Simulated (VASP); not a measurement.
Input of a VASP 6.6.1 run:

The input INCAR:

```
ALGO = Normal
EDIFF = 1E-6
ENCUT = 520
GGA = PS
ISIF = 2
ISMEAR = 0
LASPH = True
LCHARG = True
LELF = True
LREAL = False
LVHAR = True
LWAVE = False
NBANDS = 26
NELM = 100
PREC = Accurate
SIGMA = 0.05
```

Contents of KPOINTS:

```
k-points
0
Gamma
  8 8 8
```

Contents of POSCAR:

```
AlN
1.0
   -3.1135599857      0.0000000000      0.0000000000
    0.0000000000      5.3928440876      0.0000000000
    1.5567799928     -2.6964220438     -4.9833504711
Al N
4 4
Direct
    0.9992437403      0.3349846150      0.9984874806
    0.4992437403      0.8349846150      0.9984874806
    0.2492437403      0.9135028657      0.4984874806
    0.7492437403      0.4135028657      0.4984874806
    0.8082573724      0.1467827695      0.6165147447
    0.3082573724      0.6467827695      0.6165147447
    0.0582573724      0.7197319752      0.1165147447
    0.5582573724      0.2197319752      0.1165147447
```

Potentials or basis: VASP PAW PBE potentials, release 64 (Al, N).

Run with:

```sh
$ cat potpaw_PBE.64/Al/POTCAR potpaw_PBE.64/N/POTCAR > POTCAR
$ mpirun -np 1 vasp_std > vasp.out
```

(1) Predict the pressure.

(2) Predict the largest force.

Results:

(1) 0.2 GPa.

(2) 0.667 eV/Å.

Caveat: the cell differs from its parent crystal (atoms displaced along a vibrational mode); the PAW data sets were made with another functional, which shifts forces and pressure a little.
